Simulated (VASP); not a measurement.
# ReBiH4 (F-43m) in VASP: further runs, part 2 of 2

VASP 6.6.1. Earlier steps stand in the parts before.

**3. Relaxation of cell and atoms, PBE**

This run uses another cell than the first one, of 10.27 Å³/atom, 0.940 times its volume.

File INCAR:

```
PREC     = Accurate       # precision mode
ENCUT    = 600            # plane-wave cutoff, eV
EDIFF    = 1E-7           # SCF threshold, eV
ISMEAR   = 0              # smearing method
SIGMA    = 0.1            # smearing width, eV
LREAL    = F              # projectors in reciprocal space
LASPH    = T              # aspherical terms in the spheres
NELM     = 60             # most SCF steps
ALGO     = Normal         # electronic algorithm
ISIF     = 3              # what is computed and relaxed
LWAVE    = F              # write WAVECAR
LCHARG   = F              # write CHGCAR
GGA      = PE             # functional
IBRION   = 2              # ionic algorithm
NSW      = 100            # ionic steps
EDIFFG   = -0.01          # ionic threshold
```

File KPOINTS:

```
regular mesh
0
Gamma
  10 10 10
```

File POSCAR:

```
ReBiH4
1.0
    0.0000000000      3.1345057533      3.1345057533
    3.1345057533      0.0000000000      3.1345057533
    3.1345057533      3.1345057533      0.0000000000
Re Bi H
1 1 4
Direct
    0.2500000000      0.2500000000      0.2500000000
    0.0000000000      0.0000000000      0.0000000000
    0.2315397903      0.5894867366      0.5894867366
    0.5894867366      0.5894867366      0.5894867366
    0.5894867366      0.2315397903      0.5894867366
    0.5894867366      0.5894867366      0.2315397903
```

Potentials or basis: VASP PAW PBE potentials, release 64 (Re, Bi_d, H).

Command:

```sh
$ cat potpaw_PBE.64/Re/POTCAR potpaw_PBE.64/Bi_d/POTCAR potpaw_PBE.64/H/POTCAR > POTCAR
$ mpirun -np 1 vasp_std > vasp.out
```

OUTCAR:

```text
PREC = Accurate
   ENCUT = 600
   EDIFF = 1E-7
   ISMEAR = 0
   LREAL = F
   LASPH = T
   NELM = 60
   ISIF = 3
   GGA = PE
   IBRION = 2
   NSW = 100
   EDIFFG = -0.01

 ion  position               nearest neighbor table
   1  0.250  0.250  0.250-   2 2.71   2 2.71   2 2.71   2 2.71
   2  0.000  0.000  0.000-   1 2.71   1 2.71   1 2.71   1 2.71
   3  0.232  0.589  0.589-
   4  0.589  0.589  0.589-
   5  0.589  0.232  0.589-
   6  0.589  0.589  0.232-

  LATTYP: Found a face centered cubic cell.
 ALAT       =     6.2690115066

  Lattice vectors:

 A1 = (   0.0000000000,   3.1345057533,   3.1345057533)
 A2 = (   3.1345057533,   0.0000000000,   3.1345057533)
 A3 = (   3.1345057533,   3.1345057533,   0.0000000000)

Analysis of symmetry for initial positions (statically):
=====================================================================
 Subroutine PRICEL returns:
[... 226 lines left out ...]
  free energy    TOTEN  =       -21.72291029 eV

  energy without entropy =      -21.70327897  energy(sigma->0) =      -21.71309463

 E-fermi :   5.9466     XC(G=0): -11.0490

 val. band max:        5.9190313028   @ k =   0.5000   0.3000   0.0000
 cond. band min:       5.9608991126   @ k =   0.3000   0.2000   0.1000
 fundamental gap:      0.0418678098
 Fermi energy:         5.9466411321

 k-point     1 :       0.0000    0.0000    0.0000
  band No.  band energies     occupation
      1     -16.7031      2.00000
      2     -16.7031      2.00000
      3     -16.7031      2.00000
      4     -16.6673      2.00000
      5     -16.6673      2.00000
      6      -7.2066      2.00000
[... 457 lines left out ...]
      4     -16.6726      2.00000
      5     -16.6576      2.00000
      6      -5.6808      2.00000
[... 9 lines left out ...]
     16       8.6213      0.00000
     17       9.8024      0.00000

 [... further k-points ...]
[... 5 lines left out ...]
  --------------------------------------------------------------------------------------
  -------------------------------------------------------------------------------------
  Total        0.0095446      0.0095446      0.0095446      0.0000000      0.0000000     -0.0000000
  in kB        0.2489283      0.2489283      0.2489283      0.0000000      0.0000000     -0.0000000
  external PRESSURE =       0.2489283 kB  Pullay stress =       0.0000000 kB

 VOLUME and BASIS-vectors are now :
 -----------------------------------------------------------------------------
  energy-cutoff  :      600.00
  volume of cell :       61.43
      direct lattice vectors                 reciprocal lattice vectors
    -0.000000000  3.131757035  3.131757035    -0.159654786  0.159654786  0.159654786
     3.131757035 -0.000000000  3.131757035     0.159654786 -0.159654786  0.159654786
     3.131757035  3.131757035 -0.000000000     0.159654786  0.159654786 -0.159654786

 POSITION                                       TOTAL-FORCE (eV/Angst)
 -----------------------------------------------------------------------------------
      1.56588      1.56588      1.56588         0.000000      0.000000      0.000000
      6.26351      3.13176      3.13176         0.000000      0.000000      0.000000
      3.69196      2.57156      2.57156        -0.004522      0.004522      0.004522
      3.69196      3.69196      3.69196        -0.004522     -0.004522     -0.004522
      2.57156      3.69196      2.57156         0.004522     -0.004522      0.004522
      2.57156      2.57156      3.69196         0.004522      0.004522     -0.004522
 -----------------------------------------------------------------------------------
    total drift:                               -0.000000     -0.000000     -0.000000

  FREE ENERGIE OF THE ION-ELECTRON SYSTEM (eV)
  ---------------------------------------------------
  free  energy   TOTEN  =       -21.7229102920 eV

  energy  without entropy=      -21.7032789687  energy(sigma->0) =      -21.71309463

 reached required accuracy - stopping structural energy minimisation
```

Run time: 53 s. Hardware: 1 thread of Intel Xeon 6975P-C (Granite Rapids), shared host; peak memory 0.25 GiB.

Results:

```yaml
Free_energy: -21.7229 eV
Relaxed_volume: 10.24 Å³/atom
Relaxed_cell: a = 4.429 Å, b = 4.429 Å, c = 4.429 Å, α = 60.00°, β = 60.00°, γ = 60.00°
Space_group_after_relaxing_to_0.05_Å: F-43m (No. 216)
Energy_gained_by_relaxing: 0.0 meV/atom
Ionic_steps: 2
Pressure_after_relaxing: 0.0 GPa
Largest_force_after_relaxing: 0.008 eV/Å
Band_gap_on_the_k_mesh: zero (band 13 reaches 7.15 eV, above the bottom of band 14 at 5.24 eV)
```

Forces in eV/Å, atoms in the order of the input:
```
Re   0.000  0.000  0.000
Bi   0.000  0.000  0.000
H   -0.005  0.005  0.005
H   -0.005 -0.005 -0.005
H    0.005 -0.005  0.005
H    0.005  0.005 -0.005
```

Step by step:
| step | energy change (eV) | largest force (eV/Å) | pressure (GPa) | volume (Å³) |
| --- | --- | --- | --- | --- |
| 1 | 0.0000 | 0.0109 | -0.28 | 61.59 |
| 2 | -0.0002 | 0.0078 | 0.02 | 61.43 |

Final structure:
```yaml
crystal:
  lattice:
    - [0.00000, 3.13176, 3.13176]
    - [3.13176, 0.00000, 3.13176]
    - [3.13176, 3.13176, 0.00000]
  atoms:
    - { symbol: Re, position: [0.25000, 0.25000, 0.25000] }
    - { symbol: Bi, position: [0.00000, 0.00000, 0.00000] }
    - { symbol: H, position: [0.23168, 0.58944, 0.58944] }
    - { symbol: H, position: [0.58944, 0.58944, 0.58944] }
    - { symbol: H, position: [0.58944, 0.23168, 0.58944] }
    - { symbol: H, position: [0.58944, 0.58944, 0.23168] }
```

Levels at points of the mesh, in eV from the Fermi level:
| k point | band 11 | band 12 | band 13 | band 14 | band 15 | band 16 |
| --- | --- | --- | --- | --- | --- | --- |
| (0.00, 0.00, 0.00) | -0.96 | -0.96 | 1.10 | 1.10 | 1.10 | 4.84 |
| (0.50, 0.00, 0.00) | -1.45 | -1.02 | -1.02 | 0.08 | 0.08 | 2.02 |
| (0.50, 0.50, 0.00) | -1.25 | -1.07 | -1.07 | -0.68 | 1.70 | 2.87 |

Caveat: spin-orbit coupling is left out, which moves the levels of the heavy elements.
